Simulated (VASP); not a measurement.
# Be (Im-3m) in VASP: notebook

Be is run at these levels: PBE; tasks: single point.

Program: VASP 6.6.1. These are calculated values, not measurements. Logs are shortened: lines on timing, memory, paths and dates and some standing lists are left out, and cuts for length are marked.

### Step 1. The cell of the first run

Symmetry: Im-3m, No. 229, cubic system. Conventional cell: a = 2.109 Å, b = 2.109 Å, c = 2.109 Å, α = 90.00°, β = 90.00°, γ = 90.00°. Be (site symmetry m-3m) has 14 Be at 1.83 to 2.11 Å within 2.4 Å.

### Step 2. Single point, PBE (volume scaled by 0.6)

INCAR reads:

```
SYSTEM = Be
PREC     = Accurate       ! precision mode
ENCUT    = 520            ! plane-wave cutoff, eV
EDIFF    = 1E-6           ! SCF threshold, eV
ISMEAR   = -1             ! smearing method
SIGMA    = 0.08           ! smearing width, eV
LREAL    = .FALSE.        ! projectors in reciprocal space
LASPH    = .TRUE.         ! aspherical terms in the spheres
NELM     = 60             ! most SCF steps
ALGO     = Normal         ! electronic algorithm
ISIF     = 2              ! what is computed and relaxed
LWAVE    = .FALSE.        ! write WAVECAR
LCHARG   = .FALSE.        ! write CHGCAR
GGA      = PE             ! functional
NBANDS   = 7              ! bands
```

KPOINTS reads:

```
regular mesh
0
G
  21 21 21
  0 0 0
```

POSCAR reads:

```
Be
1.0
   -1.0544128854      1.0544128854      1.0544128854
    1.0544128854     -1.0544128854      1.0544128854
    1.0544128854      1.0544128854     -1.0544128854
Be
1
Direct
    0.0000000000      0.0000000000      0.0000000000
```

Potentials or basis: VASP PAW PBE potentials, release 64 (Be).

On the command line:

```
$ cat potpaw_PBE.64/Be/POTCAR > POTCAR
$ mpirun -np 1 vasp_std > vasp.out
```

OUTCAR:

```text
SYSTEM = Be
   PREC = Accurate
   ENCUT = 520
   EDIFF = 1E-6
   ISMEAR = -1
   LREAL = .FALSE.
   LASPH = .TRUE.
   NELM = 60
   ISIF = 2
   GGA = PE

 ion  position               nearest neighbor table
   1  0.000  0.000  0.000-

  LATTYP: Found a body centered cubic cell.
 ALAT       =     2.1088257708

  Lattice vectors:

 A1 = (  -1.0544128854,   1.0544128854,   1.0544128854)
 A2 = (   1.0544128854,  -1.0544128854,   1.0544128854)
 A3 = (   1.0544128854,   1.0544128854,  -1.0544128854)

Analysis of symmetry for initial positions (statically):
=====================================================================
 Subroutine PRICEL returns:
 Original cell was already a primitive cell.

 Routine SETGRP: Setting up the symmetry group for a
 body centered cubic supercell.

 Subroutine GETGRP returns: Found 48 space group operations
 (whereof 48 operations were pure point group operations)
 out of a pool of 48 trial point group operations.

The static configuration has the point symmetry O_h .

Analysis of symmetry for dynamics (positions and initial velocities):
=====================================================================
 Subroutine PRICEL returns:
 Original cell was already a primitive cell.

 Routine SETGRP: Setting up the symmetry group for a
 body centered cubic supercell.

 Subroutine GETGRP returns: Found 48 space group operations
 (whereof 48 operations were pure point group operations)
 out of a pool of 48 trial point group operations.

The dynamic configuration has the point symmetry O_h .

 Subroutine INISYM returns: Found 48 space group operations
 (whereof 48 operations are pure point group operations),
 and found     1 'primitive' translations

----------------------------------------------------------------------------------------

                                     Primitive cell

  volume of cell :       4.6891

  direct lattice vectors                    reciprocal lattice vectors
    -1.054412885  1.054412885  1.054412885     0.000000000  0.474197543  0.474197543
     1.054412885 -1.054412885  1.054412885     0.474197543  0.000000000  0.474197543
     1.054412885  1.054412885 -1.054412885     0.474197543  0.474197543  0.000000000

  length of vectors
     1.826296690  1.826296690  1.826296690     0.670616597  0.670616597  0.670616597

[... 77 lines left out ...]
   NELM   =     60;   NELMIN=  2; NELMDL= -5     # of ELM steps
   EDIFF  = 0.1E-05   stopping-criterion for ELM
   LREAL  =      F    real-space projection
   EDIFFG = 0.1E-04   stopping-criterion for IOM
   NSW    =      0    number of steps for IOM
   IBRION =     -1    ionic relax: 0-MD 1-quasi-New 2-CG
   NFREE  =      0    steps in history (QN), initial steepest desc. (CG)
   ISIF   =      2    stress and relaxation
   ISYM   =      2    0-nonsym 1-usesym 2-fastsym
   POTIM  = 0.5000    time-step for ionic-motion
   TEBEG  =    0.0;   TEEND  =   0.0 temperature during run
   PSTRESS=    0.0 pullay stress
   NELECT =       2.0000    total number of electrons
   NUPDOWN=      -1.0000    fix difference up-down
   EMIN   =  10.00;   EMAX   =-10.00  energy-range for DOS
   EFERMI =   0.00;   METHOD = LEGACY
   ISMEAR =    -1;   SIGMA  =   0.08  broadening in eV -4-tet -1-fermi 0-gaus
   EFERMI_NEDOS =   21; number of points for ismear=-14 and -15
   IALGO  =     38    algorithm
   IMIX   =      4    mixing-type and parameters
     AMIX     =   0.40;   BMIX     =  1.00
     AMIX_MAG =   1.60;   BMIX_MAG =  1.00
  volume/ion in A,a.u.               =       4.69        31.64
  Fermi-wavevector in a.u.,A,eV,Ry     =   1.232312  2.328733 20.661721  1.518594
  Thomas-Fermi vector in A             =   2.367087
   LORBIT       =      0    0 simple, 1 ext, 2 COOP (PROOUT), +10 PAW based schemes
   GGA     = PE    functional components
   LHFCALC =     F    Hartree Fock is set to
   AEXX    =    0.0000 exact exchange contribution
   IVDW    =     0    specifies the selected vdW correction
   LEPSILON=     F    determine dielectric tensor
   LRPA    =     F    only Hartree local field effects (RPA)
 non-spin polarized calculation
  energy-cutoff  :      520.00
  volume of cell :        4.69
 maximum number of plane-waves:       140
 NGX is ok and might be reduce to    14
   NGX =  7   NGY =  7   NGZ =  7

 number of electron       2.0000000 magnetization

 Free energy of the ion-electron system (eV)
  ---------------------------------------------------
  ext. energy  EPLUGINS =         0.00000000
  ---------------------------------------------------
  free energy    TOTEN  =        -2.67194280 eV

  energy without entropy =       -2.67106123  energy(sigma->0) =       -2.67150201

 E-fermi :  13.1262     XC(G=0): -12.4664

 val. band max:       12.9609706329   @ k =   0.3333   0.2857  -0.0000
 cond. band min:      13.1436330183   @ k =  -0.3810  -0.3810   0.0476
 fundamental gap:      0.1826623854
 Fermi energy:        13.1262432106

 k-point     1 :       0.0000    0.0000    0.0000
  band No.  band energies     occupation
      1      -2.0497      2.00000
      2      42.6224      0.00000
      3      42.6224      0.00000
      4      42.6224      0.00000
      5      56.2445      0.00000
      6      56.2445      0.00000
      7      56.2445      0.00000
[... 221 lines left out ...]
 k-point    24 :       0.1905    0.0952    0.0000
  band No.  band energies     occupation
      1       0.4753      2.00000
      2      29.2878      0.00000
      3      33.9909      0.00000
      4      37.2270      0.00000
      5      49.2107      0.00000
      6      49.4686      0.00000
      7      57.6075      0.00000

 [... further k-points ...]

------------------------ aborting loop because EDIFF is reached ----------------------------------------

  FORCE on cell =-STRESS in cart. coord.  units (eV):
  Direction    XX          YY          ZZ          XY          YZ          ZX
  --------------------------------------------------------------------------------------
  -------------------------------------------------------------------------------------
  Total        4.3396731      4.3396731      4.3396731      0.0000000     -0.0000000     -0.0000000
  in kB     1482.7758266   1482.7758266   1482.7758266      0.0000000     -0.0000000     -0.0000000
  external PRESSURE =    1482.7758266 kB  Pullay stress =       0.0000000 kB

 VOLUME and BASIS-vectors are now :
 -----------------------------------------------------------------------------
  energy-cutoff  :      520.00
  volume of cell :        4.69
      direct lattice vectors                 reciprocal lattice vectors
    -1.054412885  1.054412885  1.054412885     0.000000000  0.474197543  0.474197543
     1.054412885 -1.054412885  1.054412885     0.474197543  0.000000000  0.474197543
     1.054412885  1.054412885 -1.054412885     0.474197543  0.474197543  0.000000000

 POSITION                                       TOTAL-FORCE (eV/Angst)
 -----------------------------------------------------------------------------------
      0.00000      0.00000      0.00000         0.000000     -0.000000     -0.000000
 -----------------------------------------------------------------------------------
    total drift:                               -0.000000      0.000000     -0.000000

  FREE ENERGIE OF THE ION-ELECTRON SYSTEM (eV)
  ---------------------------------------------------
  free  energy   TOTEN  =        -2.6719427968 eV

  energy  without entropy=       -2.6710612309  energy(sigma->0) =       -2.67150201
```

OSZICAR:

```text
N       E                     dE             d eps       ncg     rms          rms(c)
DAV:   1    -0.130511045232E+01   -0.13051E+01   -0.14134E+03  4732   0.250E+02
DAV:   2    -0.278277862404E+01   -0.14777E+01   -0.14464E+01  5229   0.297E+01
DAV:   3    -0.278372760234E+01   -0.94898E-03   -0.94895E-03  4837   0.705E-01
DAV:   4    -0.278372768413E+01   -0.81798E-07   -0.81532E-07  5649   0.589E-03
DAV:   5    -0.278372768358E+01    0.54952E-09   -0.76107E-11  4830   0.256E-05    0.143E+00
DAV:   6    -0.269553565873E+01    0.88192E-01   -0.20762E-02  4186   0.160E+00    0.923E-01
DAV:   7    -0.267309404634E+01    0.22442E-01   -0.17066E-02  4270   0.153E+00    0.129E-01
DAV:   8    -0.267195094622E+01    0.11431E-02   -0.31023E-04  4207   0.204E-01    0.262E-02
DAV:   9    -0.267194339951E+01    0.75467E-05   -0.72511E-06  4823   0.220E-02    0.379E-03
DAV:  10    -0.267194279683E+01    0.60268E-06   -0.32496E-08  2723   0.156E-03
   1 F= -.26719428E+01 E0= -.26715020E+01  d E =-.881566E-03
```

It took 3 s on 1 thread of Intel Xeon Platinum 8375C at 2.90GHz (Ice Lake), shared host; peak memory 0.11 GiB.

What came out:

```yaml
Free_energy: -2.6719 eV
Pressure: 148.3 GPa
Band_gap_on_the_k_mesh: zero (band 1 reaches 18.42 eV, above the bottom of band 2 at 11.13 eV)
```

Levels at points of the mesh, in eV from the Fermi level:
| k point | band 1 | band 2 | band 3 | band 4 | band 5 | band 6 |
| --- | --- | --- | --- | --- | --- | --- |
| (0.00, 0.00, 0.00) | -15.18 | 29.50 | 29.50 | 29.50 | 43.12 | 43.12 |

### Step 3. Single point, PBE (volume scaled by 0.68)

INCAR reads:

```
  ALGO = Normal
  EDIFF = 1E-7
  ENCUT = 520
  GGA = PE
  ISIF = 2
  ISMEAR = -1
  LASPH = T
  LCHARG = F
  LREAL = F
  LWAVE = F
  NBANDS = 7
  NELM = 80
  PREC = Accurate
  SIGMA = 0.08
```

KPOINTS reads:

```
k-points
0
Gamma
  21 21 21
```

POSCAR reads:

```
Be
1.0
   -1.0993346718      1.0993346718      1.0993346718
    1.0993346718     -1.0993346718      1.0993346718
    1.0993346718      1.0993346718     -1.0993346718
Be
1
Direct
    0.0000000000      0.0000000000      0.0000000000
```

Potentials or basis: VASP PAW PBE potentials, release 64 (Be).

On the command line:

```
$ cat potpaw_PBE.64/Be/POTCAR > POTCAR
$ mpirun -np 1 vasp_std > vasp.out
```

Wall time 3.4 s (1 thread of Intel Xeon Platinum 8375C at 2.90GHz (Ice Lake), shared host); peak memory 0.11 GiB.

It converged, with:

```yaml
Free_energy: -3.1307 eV
Pressure: 91.1 GPa
Band_gap_on_the_k_mesh: zero (band 1 reaches 16.49 eV, above the bottom of band 2 at 9.88 eV)
```

Levels at points of the mesh, in eV from the Fermi level:
| k point | band 1 | band 2 | band 3 | band 4 |
| --- | --- | --- | --- | --- |
| (0.00, 0.00, 0.00) | -14.47 | 26.71 | 26.71 | 26.71 |

### Step 4. Single point, PBE (volume scaled by 0.76)

INCAR reads:

```
SYSTEM = Be
ALGO = Normal ; EDIFF = 1E-6
ENCUT = 520 ; GGA = PE
ISIF = 2 ; ISMEAR = -1
LASPH = .TRUE. ; LCHARG = .FALSE.
LREAL = .FALSE. ; LWAVE = .FALSE.
NBANDS = 7 ; NELM = 100
PREC = Accurate ; SIGMA = 0.08
```

KPOINTS reads:

```
k-points
0
G
  21 21 21
  0 0 0
```

POSCAR reads:

```
Be
1.0
   -1.1408577191      1.1408577191      1.1408577191
    1.1408577191     -1.1408577191      1.1408577191
    1.1408577191      1.1408577191     -1.1408577191
Be
1
Direct
    0.0000000000      0.0000000000      0.0000000000
```

On the command line:

```
$ cat potpaw_PBE.64/Be/POTCAR > POTCAR
$ mpirun -np 1 vasp_std > vasp.out
```

It took 3.7 s on 1 thread of Intel Xeon Platinum 8375C at 2.90GHz (Ice Lake), shared host; peak memory 0.12 GiB.

The run converged. Its results:

```yaml
Free_energy: -3.4090 eV
Pressure: 54.0 GPa
Band_gap_on_the_k_mesh: zero (band 1 reaches 14.91 eV, above the bottom of band 2 at 8.85 eV)
```

Levels at points of the mesh, in eV from the Fermi level:
```tsv
k point	band 1	band 2	band 3	band 4	band 5
(0.00, 0.00, 0.00)	-13.83	24.43	24.43	24.43	36.94
```

### Step 5. Single point, PBE (volume scaled by 0.84)

INCAR reads:

```
SYSTEM = Be
PREC     = Accurate       ! precision mode
ENCUT    = 520            ! plane-wave cutoff, eV
EDIFF    = 1E-7           ! SCF threshold, eV
ISMEAR   = -1             ! smearing method
SIGMA    = 0.08           ! smearing width, eV
LREAL    = .FALSE.        ! projectors in reciprocal space
LASPH    = .TRUE.         ! aspherical terms in the spheres
NELM     = 100            ! most SCF steps
ALGO     = Normal         ! electronic algorithm
ISIF     = 2              ! what is computed and relaxed
LWAVE    = .FALSE.        ! write WAVECAR
LCHARG   = .FALSE.        ! write CHGCAR
GGA      = PE             ! functional
NBANDS   = 7              ! bands
```

KPOINTS reads:

```
regular mesh
0
G
  21 21 21
  0 0 0
```

POSCAR reads:

```
Be
1.0
   -1.1795600353      1.1795600353      1.1795600353
    1.1795600353     -1.1795600353      1.1795600353
    1.1795600353      1.1795600353     -1.1795600353
Be
1
Direct
    0.0000000000      0.0000000000      0.0000000000
```

On the command line:

```
$ cat potpaw_PBE.64/Be/POTCAR > POTCAR
$ mpirun -np 1 vasp_std > vasp.out
```

It took 3.9 s on 1 thread of Intel Xeon Platinum 8375C at 2.90GHz (Ice Lake), shared host; peak memory 0.11 GiB.

Results (log left out):

* Free energy: -3.5683 eV
* Pressure: 29.2 GPa
* Band gap on the k mesh: zero (band 1 reaches 13.58 eV, above the bottom of band 2 at 7.99 eV)

Levels at points of the mesh, in eV from the Fermi level:
```tsv
k point	band 1	band 2	band 3	band 4
(0.00, 0.00, 0.00)	-13.24	22.52	22.52	22.52
```

### Step 6. Overview

| cell | gap on the mesh (eV) | pressure (GPa) |
| --- | --- | --- |
| a = 1.826 Å, angles 109.5°, 1 atom | none | 148.3 |
| a = 1.904 Å, angles 109.5°, 1 atom | none | 91.1 |
| a = 1.976 Å, angles 109.5°, 1 atom | none | 54.0 |
| a = 2.043 Å, angles 109.5°, 1 atom | none | 29.2 |

Alike in all rows: task single point; level PBE; potentials or basis VASP PAW PBE potentials, release 64 (Be); no spin polarisation; k mesh 21 × 21 × 21; cutoff (eV) 520; smearing fermi-dirac 0.08 eV.

Absolute energies hang on the potentials; compare differences alone.
